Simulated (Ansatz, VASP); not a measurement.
## One calculation of SnW, two programs

INCAR

```
PREC = Accurate ; ENCUT = 600
EDIFF = 1E-7 ; ISMEAR = 0
SIGMA = 0.1 ; LREAL = F
LASPH = T ; NELM = 80
ALGO = Fast ; ISIF = 3
LWAVE = F ; LCHARG = F
GGA = PE ; IBRION = 2
NSW = 90 ; EDIFFG = -0.04
```

Contents of KPOINTS:

```
Automatic mesh
0
Gamma
  6 6 6
```

File POSCAR:

```
SnW
1.0
    3.5791750600      0.0000000000      0.0000000000
    0.0000000000      3.5791750600      0.0000000000
    0.0000000000      0.0000000000      3.5791750600
Sn W
1 1
Direct
    0.5000000000      0.5000000000      0.5000000000
    0.0000000000      0.0000000000      0.0000000000
```

Input for Ansatz:

```yaml
crystal:
  lattice:
    - [3.57917506, 0.0, 0.0]
    - [0.0, 3.57917506, 0.0]
    - [0.0, 0.0, 3.57917506]
  atoms:
    - { symbol: Sn, position: [0.5, 0.5, 0.5] }
    - { symbol: W, position: [0.0, 0.0, 0.0] }
basis:
  ecutwfc: 420
kpoints:
  mp_grid: { grid: [6, 6, 6] }
hamiltonian:
  xc: pbe
scf:
  occupations: { method: gaussian, width: 0.1 }
  lower_state_search: "off"
output:
  forces: true
  stress: true
  eigenvalues: true
relax:
  adjacent_minimum: "off"
  f_tol: 0.04
  max_steps: 70
  cell: { stress_tol: 0.4 }
```

Change from the starting cell: species swapped into the CaTl type (Pm-3m, No. 221).

Alike in both runs: task relaxation of cell and atoms; functional PBE; k mesh 6 × 6 × 6; occupations gaussian, width 0.1 eV; no spin polarisation.

```csv
,VASP,Ansatz
version,VASP 6.6.1,Ansatz 0.2.0
potentials or method,"VASP PAW PBE potentials, release 64 (Sn_d, W_sv), cutoff 600 eV","scalar-relativistic, plane waves, PAW"
valence electrons in the cell,28,28
```

```csv
,VASP,Ansatz,Ansatz less VASP
"gap on the k mesh at the Fermi level, each at its own relaxed structure (eV)",none,none,-
relaxed volume (Å³/atom),18.63,18.62,-0.014
relaxed cell length with the largest relative difference (Å),3.340,3.339,-0.0009
```

A gap of «none» marks a metal or a gap that the smearing closes.

Spin-orbit coupling is off throughout. Noted on VASP's run: the volume moved by over 15 % at a fixed basis, so the end points are rough.
